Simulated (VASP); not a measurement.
Set up this calculation in VASP 6.6.1, as the native input.

| Property | Result |
| --- | --- |
| Task | relaxation of shape and atoms at fixed volume |
| Functional | r2SCAN |
| Potentials or basis | VASP PAW PBE potentials, release 64 (Li_sv, Nb_sv, O) |
| Cutoff | 830 eV |
| k mesh | 6 × 6 × 6 |
| Occupations | gaussian, width 0.02 eV |
| Spin | no spin polarisation |
| Dipole correction | no |
| Further INCAR settings | ALGO = Normal; EDIFF = 1e-07; IBRION = 2; EDIFFG = -0.01; NSW = 50; ISIF = 4 |

Crystal: LiNbO3.

```xyz
10
Lattice="2.5942 1.4978 4.6737 -2.5942 1.4978 4.6737 0.0000 -2.9956 4.6737" Properties=species:S:1:pos:R:3 pbc="T T T"
Li    0.0000    0.0000    3.9549
Li    0.0000    0.0000   10.9655
Nb    0.0000    0.0000    0.0019
Nb    0.0000    0.0000    7.0125
O    -0.6590   -1.4520    5.5599
O     1.5870    0.1553    5.5599
O    -0.9280    1.2967    5.5599
O    -1.6663   -0.2010    7.8968
O     0.6590    1.5435    7.8968
O     1.0072   -1.3425    7.8968
```

The input as run:

POSCAR

```
LiNbO3
1.0
    2.5942244552      1.4977761875      4.6737158047
   -2.5942244552      1.4977761875      4.6737158047
    0.0000000000     -2.9955523751      4.6737158047
Li Nb O
2 2 6
Direct
    0.2820697279      0.2820697279      0.2820697279
    0.7820697279      0.7820697279      0.7820697279
    0.0001366435      0.0001366435      0.0001366435
    0.5001366435      0.5001366435      0.5001366435
    0.1079454267      0.3619796572      0.7196835447
    0.7196835447      0.1079454267      0.3619796572
    0.3619796572      0.7196835447      0.1079454267
    0.2196835447      0.8619796572      0.6079454267
    0.8619796572      0.6079454267      0.2196835447
    0.6079454267      0.2196835447      0.8619796572
```

INCAR.step1

```
SYSTEM = LiNbO3
ALGO = Normal ; EDIFF = 1E-5
EDIFFG = -0.005 ; ENCUT = 830
GGA = PE ; GGA_COMPAT = .FALSE.
IBRION = 2 ; ISIF = 3
ISMEAR = 0 ; KPAR = 4
LASPH = .TRUE. ; LCHARG = .FALSE.
LREAL = .FALSE. ; LWAVE = .TRUE.
NELM = 120 ; NELMIN = 4
NSW = 100 ; PREC = Accurate
SIGMA = 0.02
```

INCAR.step2

```
SYSTEM = LiNbO3
ALGO = Normal ; EDIFF = 1E-7
EDIFFG = -0.01 ; ENCUT = 830
GGA_COMPAT = .FALSE. ; IBRION = 2
ISIF = 4 ; ISMEAR = 0
ISTART = 1 ; KPAR = 4
LASPH = .TRUE. ; LCHARG = .FALSE.
LMIXTAU = .TRUE. ; LREAL = .FALSE.
LWAVE = .FALSE. ; METAGGA = R2SCAN
NELM = 120 ; NELMIN = 4
NSW = 50 ; PREC = Accurate
SIGMA = 0.02
```

KPOINTS

```
k-points
0
G
  6 6 6
  0 0 0
```

Potentials or basis: VASP PAW PBE potentials, release 64 (Li_sv, Nb_sv, O).

Launch:

```bash
$ cat potpaw_PBE.64/Li_sv/POTCAR potpaw_PBE.64/Nb_sv/POTCAR potpaw_PBE.64/O/POTCAR > POTCAR
$ cp INCAR.step1 INCAR
$ mpirun -np 4 vasp_std > vasp.out
$ cp INCAR.step2 INCAR
$ mpirun -np 4 vasp_std > vasp.out
```

Results of the run:

```yaml
Energy_gained_by_relaxing: 2.7 meV/atom
Ionic_steps: 9
Pressure_after_relaxing: -3.5 GPa
Largest_force_after_relaxing: 0.007 eV/Å
Band_gap_on_the_k_mesh: 3.99 eV (least direct gap 4.01 eV)
```

Caveat: the PAW data sets were made with another functional, which shifts forces and pressure a little.

Wall time 30 min on 4 MPI ranks on Intel(R) Xeon(R) 6975P-C (Granite Rapids), on a shared host, peak memory 0.66 GiB a rank.
